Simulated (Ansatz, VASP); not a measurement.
**Au: VASP beside Ansatz**

```
CELL_PARAMETERS angstrom
-1.65727 1.65727 1.65727
1.65727 -1.65727 1.65727
1.65727 1.65727 -1.65727
ATOMIC_POSITIONS crystal
Au 0.00000 0.00000 0.00000
```

Alike in both runs: task relaxation of cell and atoms; functional HSE06; k mesh 6 × 6 × 6; occupations fermi-dirac, width 0.05 eV; no spin polarisation.

|  | VASP | Ansatz |
| --- | --- | --- |
| version | VASP 6.6.1 | Ansatz 0.2.0 |
| potentials or method | VASP PAW PBE potentials, release 64 (Au) | Ansatz PAW |
| plane-wave cutoff (eV) | 600 | 420 |
| valence electrons in the cell | 11 | 19 |

```tsv
	VASP	Ansatz	Ansatz less VASP
gap on the k mesh at the Fermi level, each at its own relaxed structure (eV)	none	none	-
relaxed volume (Å³/atom)	17.69	17.65	-0.036
relaxed length of the cell vector where the two differ most in proportion (Å)	2.843	2.841	-0.0019
```

A gap of «none» marks a metal or a gap that the smearing closes. VASP's potentials hold 11 valence electrons a cell and Ansatz's 19, so a difference there can come from the potentials and not from the codes.

The k mesh is coarse, so the values compare programs but aren't converged. Spin-orbit coupling is off throughout. Noted on Ansatz's run: the plane-wave basis is chosen anew once the cell has moved, so the energies of steps on either side of that aren't comparable.
